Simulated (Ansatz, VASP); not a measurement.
# Two plane-wave programs on CaSe

File INCAR:

```
SYSTEM = CaSe
ALGO = Normal ; EDIFF = 1E-8
ENCUT = 400 ; GGA = PE
GGA_COMPAT = .FALSE. ; ISIF = 2
ISMEAR = -1 ; LASPH = .TRUE.
LCHARG = .FALSE. ; LEFG = .TRUE.
LORBIT = 11 ; LORBMOM = .TRUE.
LREAL = .FALSE. ; LSORBIT = .TRUE.
LWAVE = .FALSE. ; MAGMOM = 0 0 0 0 0 0
NBANDS = 28 ; NELM = 200
PREC = Accurate ; SIGMA = 0.02
```

Contents of KPOINTS:

```
k-points
0
G
  7 7 7
  0 0 0
```

POSCAR

```
CaSe
1.0
    0.0000000000      2.9560000000      2.9560000000
    2.9560000000      0.0000000000      2.9560000000
    2.9560000000      2.9560000000      0.0000000000
Ca Se
1 1
Direct
    0.0000000000      0.0000000000      0.0000000000
    0.5000000000      0.5000000000      0.5000000000
```

Input for Ansatz:

```yaml
crystal:
  lattice:
    - [0.0, 2.956, 2.956]
    - [2.956, 0.0, 2.956]
    - [2.956, 2.956, 0.0]
  atoms:
    - { symbol: Ca, position: [0.0, 0.0, 0.0] }
    - { symbol: Se, position: [0.5, 0.5, 0.5] }
kpoints:
  mp_grid: { grid: [7, 7, 7] }
  band_path:
    path:
      - [0.0, 0.0, 0.0]
      - [0.5, 0.0, 0.5]
      - [0.625, 0.25, 0.625]
      - [0.375, 0.375, 0.75]
      - [0.0, 0.0, 0.0]
      - [0.5, 0.5, 0.5]
      - [0.5, 0.25, 0.75]
      - [0.5, 0.0, 0.5]
    npoints: 5
scf:
  occupations: { method: fermi_dirac, width: 0.02 }
hamiltonian:
  xc: pbe
  pseudopotentials: { kind: paw_fr }
output:
  forces: true
  stress: true
  eigenvalues: true
  efg: { contact_densities: true }
magnetization:
  noncollinear: true
  spin_orbit: true
```

Alike in both runs: task electric field gradients; functional PBE; k mesh 7 × 7 × 7; occupations fermi-dirac, width 0.02 eV; non-collinear spin, spin-orbit coupling.

|  | VASP | Ansatz |
| --- | --- | --- |
| version | VASP 6.6.1 | Ansatz 0.2.0 |
| potentials or method | VASP PAW PBE potentials, release 64 (Ca_sv, Se) | PAW with Ansatz's default frozen-core files, fully relativistic files with spin-orbit coupling |
| plane-wave cutoff (eV) | 400 | 420 |
| valence electrons in the cell | 16 | 26 |

Ansatz gave:

| Property | Result |
| --- | --- |
| pressure (GPa) | 1.2 |
| net moment per atom (μB) | 0.00 |

Question: Which values does VASP return?

Answer: Pressure (GPa): 1.3; net moment per atom (μB): 0.00.

The functional is the same, so the differences come from potentials, cutoffs and numerics. VASP's potentials hold 16 valence electrons a cell and Ansatz's 26, so a difference there can come from the potentials and not from the codes.
